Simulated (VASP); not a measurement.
Crystal: CsH.

```
Cs H
1.0
     0.00000    3.18800    3.18800
     3.18800    0.00000    3.18800
     3.18800    3.18800    0.00000
Cs H
1 1
Direct
  0.00000 0.00000 0.00000
  0.50000 0.50000 0.50000
```

```yaml
Program: VASP 6.6.1
Task: relaxation of cell and atoms
Functional: LDA
Potentials_or_basis: VASP PAW LDA potentials, release 64 (Cs_sv, H)
Cutoff: 600 eV
k_mesh: 8 × 8 × 8
Occupations: gaussian, width 0.02 eV
Spin: no spin polarisation
```

At the start: pressure -1.2 GPa; volume 32.40 Å³/atom.

Problem. Where does the relaxation end?

Solution. Over 4 steps the energy falls by 16.0 meV/atom and the volume is 28.52 Å³/atom (-12.0 %); space group Fm-3m (No. 225, to 0.05 Å).

The path:
| step | energy change (eV) | largest force (eV/Å) | pressure (GPa) | volume (Å³) |
| --- | --- | --- | --- | --- |
| 1 | 0.0000 | 0.0000 | -1.21 | 64.80 |
| 2 | -0.0151 | 0.0000 | -0.92 | 62.53 |
| 3 | -0.0311 | 0.0000 | -0.23 | 58.29 |
| 4 | -0.0320 | 0.0000 | 0.02 | 57.05 |

Final structure:
```
CELL_PARAMETERS angstrom
0.00000 3.05541 3.05541
3.05541 0.00000 3.05541
3.05541 3.05541 0.00000
ATOMIC_POSITIONS crystal
Cs 0.00000 0.00000 0.00000
H 0.50000 0.50000 0.50000
```

Caveat: the volume moved by -12 % from the deposited cell, more than functionals usually miss.
